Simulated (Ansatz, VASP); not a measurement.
## C: VASP beside Ansatz

File INCAR:

```
SYSTEM = C
PREC = Accurate
ENCUT = 600
EDIFF = 1E-6
ISMEAR = -1
SIGMA = 0.03
LREAL = .FALSE.
LASPH = .TRUE.
NELM = 120
ALGO = Normal
ISIF = 2
LWAVE = .FALSE.
LCHARG = .FALSE.
GGA = PE
NBANDS = 11
GGA_COMPAT = .FALSE.
```

File KPOINTS:

```
regular mesh
0
G
  17 17 9
  0 0 0
```

File POSCAR:

```
C
1.0
    2.0870846382      0.0000000000      0.0000000000
   -1.0435423191      1.8074683166      0.0000000000
    0.0000000000      0.0000000000      3.4698018208
C
2
Direct
    0.3333333333      0.6666666667      0.2500000000
    0.6666666667      0.3333333333      0.7500000000
```

Input for Ansatz:

```yaml
crystal:
  lattice:
    - [2.0870846382, 0.0, 0.0]
    - [-1.0435423191, 1.8074683166, 0.0]
    - [0.0, 0.0, 3.4698018208]
  atoms:
    - { symbol: C, position: [0.3333333333, 0.6666666667, 0.25] }
    - { symbol: C, position: [0.6666666667, 0.3333333333, 0.75] }
kpoints:
  mp_grid: { grid: [17, 17, 9] }
scf:
  occupations: { method: fermi_dirac, width: 0.03 }
hamiltonian:
  xc: pbe
  pseudopotentials: { kind: all_electron, lapw: { basis_error: 0.001 } }
output:
  forces: true
  stress: true
  eigenvalues: true
```

Change from the starting cell: volume scaled by 0.9405.

Alike in both runs: task single point; functional PBE; k mesh 17 × 17 × 9; occupations fermi-dirac, width 0.03 eV; no spin polarisation.

```csv
,VASP,Ansatz
version,VASP 6.6.1,Ansatz 0.2.0
potentials or method,"VASP PAW PBE potentials, release 64 (C), cutoff 600 eV","all-electron LAPW, scalar-relativistic"
```

Ansatz gave:

* pressure (GPa): 10.6
* traceless stress, the component that is largest in VASP (GPa): 0.12

Problem. What did VASP give for the same quantities?

Solution. Pressure (GPa): 10.5; traceless stress, the component that is largest in VASP (GPa): 0.12.

Ansatz ran all-electron here, and VASP with PAW potentials.
